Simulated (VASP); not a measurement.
Here is a VASP 6.6.1 calculation.

Contents of POSCAR:

```
CaO
1.0
    0.0000000000      2.6067317416      2.6067317416
    2.6067317416      0.0000000000      2.6067317416
    2.6067317416      2.6067317416      0.0000000000
Ca O
1 1
Direct
    0.0000000000      0.0000000000      0.0000000000
    0.2500000000      0.2500000000      0.2500000000
```

Contents of INCAR.step1:

```
PREC = Accurate
ENCUT = 520
ISMEAR = 1
SIGMA = 0.2
LREAL = False
LASPH = True
NELM = 100
NBANDS = 15
GGA = PE
ALGO = Normal
EDIFF = 1E-4
LWAVE = True
LCHARG = False
```

INCAR.step2

```
PREC = Accurate
ENCUT = 520
EDIFF = 1E-6
ISMEAR = 1
SIGMA = 0.2
LREAL = False
LASPH = True
NELM = 100
ALGO = Normal
ISIF = 2
LWAVE = False
LCHARG = False
METAGGA = R2SCAN
LMIXTAU = True
NBANDS = 15
ISTART = 1
```

KPOINTS

```
Automatic mesh
0
Gamma
  6 6 6
```

Potentials or basis: VASP PAW PBE potentials, release 64 (Ca_sv, O).

The run is started by

```bash
$ cat potpaw_PBE.64/Ca_sv/POTCAR potpaw_PBE.64/O/POTCAR > POTCAR
$ cp INCAR.step1 INCAR
$ mpirun -np 1 vasp_std > vasp.out
$ cp INCAR.step2 INCAR
$ mpirun -np 1 vasp_std > vasp.out
```

Predict the pressure.

0.8 GPa.

Estimate the band gap on the k mesh.

3.74 eV (least direct gap 4.36 eV).

Caveat: the structure was generated, so it needn't be the stable form of CaO; the PAW data sets were made with another functional, which shifts forces and pressure a little. A k mesh can miss the band edges.
